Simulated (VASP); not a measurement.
Runs of VASP 6.6.1 on Pt. The structure is that of space group Im-3m (No. 229), or close to it. The cells are those of the table. 

```tsv
cell	further INCAR settings	gap on the mesh (eV)	pressure (GPa)
a = 2.716 Å, angles 109.9, 109.9, 108.7°, 1 atom	ALGO = Fast; EDIFF = 1e-06; NBANDS = 11	none	-4.2
a = 2.650 Å, angles 107.8, 107.8, 112.8°, 1 atom	ALGO = Fast; EDIFF = 1e-07; NBANDS = 11	none	19.9
a = 2.676 Å, angles 108.7, 108.7, 111.1°, 1 atom	ALGO = Fast; EDIFF = 1e-07; NBANDS = 11	none	(b)
a = 2.744 Å, angles 110.7, 110.7, 107.1°, 1 atom	ALGO = Fast; EDIFF = 1e-06; NBANDS = 11	none	(a)
a = 2.758 Å, angles 111.1, 111.1, 106.3°, 1 atom	ALGO = Fast; EDIFF = 1e-07; NBANDS = 11	none	-14.2
```

Alike in all rows: task single point; level PBEsol; potentials or basis VASP PAW PBE potentials, release 64 (Pt); no spin polarisation; k mesh 26 × 26 × 26; cutoff (eV) 520; smearing gaussian 0.15 eV.

Question: Fill in the values left out.

Answer: (a) -11.2; (b) 8.9.

Caveats: the PAW data sets were made with another functional, which shifts forces and pressure a little; spin-orbit coupling is left out, which moves the levels of the heavy elements; the cell stands under tension (at least some runs); the stress differs along the axes, from 15 to 22 GPa (at least some runs); the cell stands under pressure (at least some runs).

A k mesh can miss the band edges, and the runs leave out spin-orbit coupling on Pt.

A gap of «none» marks levels without a gap at the run's occupations.
